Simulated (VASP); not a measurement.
A run of VASP 6.6.1:

INCAR

```
SYSTEM = Cu6Cl
PREC     = Accurate       ! precision mode
ENCUT    = 520            ! plane-wave cutoff, eV
EDIFF    = 1E-6           ! SCF threshold, eV
ISMEAR   = 0              ! smearing method
SIGMA    = 0.1            ! smearing width, eV
LREAL    = .False.        ! projectors in reciprocal space
LASPH    = .True.         ! aspherical terms in the spheres
NELM     = 60             ! most SCF steps
ALGO     = Normal         ! electronic algorithm
ISIF     = 2              ! what is computed and relaxed
LWAVE    = .False.        ! write WAVECAR
LCHARG   = .False.        ! write CHGCAR
LDIPOL   = .True.       
IDIPOL   = 3            
DIPOL    = 0.5 0.5 0.483
GGA      = PE             ! functional
IVDW     = 12             ! dispersion correction
NBANDS   = 86             ! bands
```

The input KPOINTS:

```
regular mesh
0
Gamma
  4 4 1
  0 0 0
```

POSCAR

```
Cu6Cl
1.0
    5.0393684366      0.0000000000      0.0000000000
   -2.5196842183      4.3642210851      0.0000000000
    0.0000000000      0.0000000000     22.1146270985
Cu Cl
12 2
Direct
    0.3333333333      0.1666666667      0.3617515215
    0.3333333333      0.6666666667      0.3617515215
    0.8333333333      0.1666666667      0.3617515215
    0.8333333333      0.6666666667      0.3617515215
    0.6667902058      0.3335988438      0.4549713897
    0.6683206820      0.8343395277      0.4579859810
    0.1660138063      0.3320420859      0.4579969866
    0.1660122613      0.8343440866      0.4579806004
    0.0067668701      0.5036905342      0.5496302302
    0.0001597572      0.0003788522      0.5537133140
    0.4968955427      0.5036494865      0.5496372654
    0.4968483824     -0.0062325838      0.5495914427
    0.6667836532      0.3334446302      0.6271260342
    0.0000891399      0.0000611357      0.6527396031
```

Potentials or basis: VASP PAW PBE potentials, release 64 (Cu, Cl).

Command:

```console
$ cat potpaw_PBE.64/Cu/POTCAR potpaw_PBE.64/Cl/POTCAR > POTCAR
$ mpirun -np 1 vasp_std > vasp.out
```

Hardware: 1 thread of Intel Xeon 8259CL (shared host).

**Question.** How long does it take, and how much memory?

**Answer.** It took 42 min on 1 thread of Intel Xeon 8259CL (shared host), peak memory 0.76 GiB. Counts: scf iterations 36, k points 10.
